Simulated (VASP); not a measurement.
Write the native input for VASP 6.6.1 that does the following.

```yaml
Task: single point
Functional: PBE
Potentials_or_basis: VASP PAW PBE potentials, release 64 (Zr_sv, Ti_sv, C)
Cutoff: 520 eV
k_mesh: 6 × 4 × 2
Occupations: gaussian, width 0.1 eV
Spin: no spin polarisation
Dipole_correction: no
Further_INCAR_settings: ALGO = Normal; EDIFF = 1e-07; NBANDS = 60
```

The structure of ZrTi5C6 lies in POSCAR:

```
ZrTi5C6
1.0
    3.1140689182      0.0000000000      0.0000000000
    0.0000000000      4.4103699146      0.0000000000
    0.0000000000      0.0000000000      9.3401514583
Zr Ti C
1 5 6
Direct
    0.0000000000      0.0000000000      0.0000000000
    0.0000000000      0.0000000000      0.6618393461
    0.5000000000      0.5000000000      0.8272295711
    0.5000000000      0.5000000000      0.1727704289
    0.0000000000      0.0000000000      0.3381606539
    0.5000000000      0.5000000000      0.5000000000
    0.0000000000      0.5000000000      0.6639893808
    0.5000000000      0.0000000000      0.8221827206
    0.0000000000      0.5000000000      0.0000000000
    0.5000000000      0.0000000000      0.1778172794
    0.0000000000      0.5000000000      0.3360106192
    0.5000000000      0.0000000000      0.5000000000
```

The input as run:

INCAR

```
PREC = Accurate ; ENCUT = 520
EDIFF = 1E-7 ; ISMEAR = 0
SIGMA = 0.1 ; LREAL = F
LASPH = T ; NELM = 80
ALGO = Normal ; ISIF = 2
LWAVE = F ; LCHARG = F
GGA = PE ; NBANDS = 60
```

KPOINTS

```
regular mesh
0
Gamma
  6 4 2
```

Potentials or basis: VASP PAW PBE potentials, release 64 (Zr_sv, Ti_sv, C).

Command:

```console
$ cat potpaw_PBE.64/Zr_sv/POTCAR potpaw_PBE.64/Ti_sv/POTCAR potpaw_PBE.64/C/POTCAR > POTCAR
$ mpirun -np 1 vasp_std > vasp.out
```

It gave:

```json
{
  "Pressure": "0.1 GPa",
  "Largest force": "0.011 eV/Å",
  "Band gap on the k mesh": "zero (band 48 reaches 10.09 eV, above the bottom of band 49 at 9.00 eV)"
}
```

It took 4.4 min on 1 thread of Intel Xeon 6975P-C, with other jobs on the host, peak memory 0.31 GiB.
